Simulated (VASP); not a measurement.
## CoSi6: single point with PBE

CoSi6:

```
Co Si
1.0
     4.53839    0.00000    0.00000
     0.00000    4.53839    0.00000
     0.00000    0.00000    4.53839
Co Si
1 6
Cartesian
  0.0000 0.0000 0.0000
  2.2692 2.2692 0.9394
  2.2692 2.2692 3.5989
  0.9394 2.2692 2.2692
  3.5989 2.2692 2.2692
  2.2692 0.9394 2.2692
  2.2692 3.5989 2.2692
```

```yaml
Program: VASP 6.6.1
Task: single point
Functional: PBE
Potentials_or_basis: VASP PAW PBE potentials, release 64 (Co, Si)
Cutoff: 520 eV
k_mesh: 4 × 4 × 4
Occupations: gaussian, width 0.1 eV
Spin: collinear spin, ferromagnetic start
Starting_moments: "[3.0, 0.0, 0.0, 0.0, 0.0, 0.0, 0.0] μB"
```

```
Pressure                                              : 147.7 GPa
Largest force                                         : 15.469 eV/Å
Net moment                                            : 0.00 μB per cell
Valence electrons inside the program's atomic spheres : Co 7.78; Si 2.38
```

Forces in eV/Å, atoms in the order of the input:
```
Co    0.000   0.000   0.000
Si    0.000   0.000 -15.469
Si    0.000   0.000  15.469
Si  -15.469   0.000   0.000
Si   15.469   0.000   0.000
Si    0.000 -15.469   0.000
Si    0.000  15.469   0.000
```

Levels at points of the mesh, in eV from the Fermi level:
Spin up:
```
           k point  band 14  band 15  band 16  band 17  band 18  band 19  band 20  band 21
(0.00, 0.00, 0.00)    -0.52    -0.52    -0.30    -0.30    -0.30     0.34     0.41     0.41
(0.50, 0.00, 0.00)    -0.99    -0.67    -0.31    -0.15     0.42     0.98     0.98     2.64
(0.50, 0.50, 0.00)    -0.48    -0.38    -0.20    -0.20     0.02     1.11     1.32     2.07
(0.50, 0.50, 0.50)    -0.35    -0.35    -0.32    -0.32     2.87     2.87     3.40     3.40
```
Spin down:
| k point | band 14 | band 15 | band 16 | band 17 | band 18 | band 19 | band 20 | band 21 |
| --- | --- | --- | --- | --- | --- | --- | --- | --- |
| (0.00, 0.00, 0.00) | -0.52 | -0.52 | -0.30 | -0.30 | -0.30 | 0.34 | 0.41 | 0.41 |
| (0.50, 0.00, 0.00) | -0.99 | -0.67 | -0.31 | -0.15 | 0.42 | 0.98 | 0.98 | 2.64 |
| (0.50, 0.50, 0.00) | -0.48 | -0.38 | -0.20 | -0.20 | 0.02 | 1.11 | 1.32 | 2.07 |
| (0.50, 0.50, 0.50) | -0.35 | -0.35 | -0.32 | -0.32 | 2.87 | 2.87 | 3.40 | 3.40 |

Wall time 110 s on 1 thread of Intel(R) Xeon(R) Platinum 8259CL CPU @ 2.50GHz (Skylake/Cascade Lake) (shared host), peak memory 0.25 GiB.

Caveat: the starting moments collapsed, and a magnetic state may lie lower; forces of over 1 eV/Å act on the atoms, so gaps and moduli don't describe the material at rest.
